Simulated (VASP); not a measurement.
A run of VASP 6.6.1 is set up as follows.

File INCAR:

```
ALGO     = Normal         # electronic algorithm
EDIFF    = 1E-6           # SCF threshold, eV
EDIFFG   = -0.04          # ionic threshold
ENCUT    = 600            # plane-wave cutoff, eV
GGA      = PE             # functional
IBRION   = 2              # ionic algorithm
ISIF     = 3              # what is computed and relaxed
ISMEAR   = 0              # smearing method
LASPH    = T              # aspherical terms in the spheres
LCHARG   = F              # write CHGCAR
LREAL    = F              # projectors in reciprocal space
LWAVE    = F              # write WAVECAR
NELM     = 60             # most SCF steps
NSW      = 90             # ionic steps
PREC     = Accurate       # precision mode
SIGMA    = 0.1            # smearing width, eV
```

Contents of KPOINTS:

```
k-points
0
Gamma
  8 8 8
```

The input POSCAR:

```
Ga2P
1.0
   -1.6395556318      1.6395556318      5.3346577093
    1.6395556318     -1.6395556318      5.3346577093
    1.6395556318      1.6395556318     -5.3346577093
Ga P
2 1
Direct
    0.3400000000      0.3400000000      0.0000000000
    0.6600000000      0.6600000000      0.0000000000
    0.0000000000      0.0000000000      0.0000000000
```

Potentials or basis: VASP PAW PBE potentials, release 64 (Ga_d, P).

Launch:

```bash
$ cat potpaw_PBE.64/Ga_d/POTCAR potpaw_PBE.64/P/POTCAR > POTCAR
$ mpirun -np 1 vasp_std > vasp.out
```

(1) Predict the relaxed cell.

(2) Predict the relaxed volume.

(3) What does it give for the space group after relaxing (to 0.05 Å)?

## Answers

(1) a = 5.802 Å, b = 5.802 Å, c = 5.802 Å, α = 148.24°, β = 148.24°, γ = 45.52°.

(2) 17.97 Å³/atom.

(3) I4/mmm (No. 139).
